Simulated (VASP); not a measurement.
Set up this calculation in VASP 6.6.1, as the native input.

```
Task                   : single point
Functional             : PBE
Potentials or basis    : VASP PAW PBE potentials, release 64 (Si, C)
Cutoff                 : 520 eV
k mesh                 : 9 × 6 × 1
Occupations            : gaussian, width 0.05 eV
Spin                   : collinear spin
Starting moments       : [0.0, 0.0, 0.0, 0.0, 0.0, 0.0, 0.0, 0.0, 2.0] μB
Dipole correction      : yes
Further INCAR settings : ALGO = Normal; EDIFF = 1e-06; NBANDS = 32
```

The structure of Si4C5 lies in POSCAR:

```
Si4C5
1.0
    3.0967389835      0.0000000000      0.0000000000
    0.0000000000      4.3794502696      0.0000000000
    0.0000000000      0.0000000000     20.1332068409
Si C
4 5
Direct
    0.5000000000      0.5000000000      0.1986767449
    0.0000000000      0.0000000000      0.2755829975
    0.5000000000      0.4971399929      0.3554907356
    0.0000000000      0.9498903522      0.4168952508
    0.0000000000      0.2500000000      0.1986767449
    0.5000000000      0.7500000000      0.2755829975
    0.0000000000      0.2559423736      0.3541649052
    0.5000000000      0.7547379257      0.4288043583
    0.5000000000      1.5880712590      0.4892391599
```

These files were run (other wordings do the same):

INCAR

```
ALGO = Normal
DIPOL = 0.5 0.5 0.333
EDIFF = 1E-6
ENCUT = 520
GGA = PE
IDIPOL = 3
ISIF = 2
ISMEAR = 0
ISPIN = 2
LASPH = True
LCHARG = False
LDIPOL = True
LORBIT = 11
LREAL = False
LWAVE = False
MAGMOM = 0 0 0 0 0 0 0 0 2
NBANDS = 32
NELM = 150
PREC = Accurate
SIGMA = 0.05
```

KPOINTS

```
k-points
0
Gamma
  9 6 1
```

Potentials or basis: VASP PAW PBE potentials, release 64 (Si, C).

Launch:

```sh
$ cat potpaw_PBE.64/Si/POTCAR potpaw_PBE.64/C/POTCAR > POTCAR
$ mpirun -np 1 vasp_std > vasp.out
```

Results of the run:

```yaml
Largest_force: 3.003 eV/Å
Net_moment: 0.37 μB per cell
Site_moments: Si +0.10, +0.00, +0.01, +0.02; C -0.03, +0.01, -0.00, +0.04 (each value once) μB
Valence_electrons_inside_the_program's_atomic_spheres: Si 1.60, 1.62, 1.65, 1.71; C 2.38, 2.49, 2.53, 2.70, 2.21
```

It took 19 min on 1 thread of Intel Xeon 8259CL (shared host), peak memory 0.6 GiB.
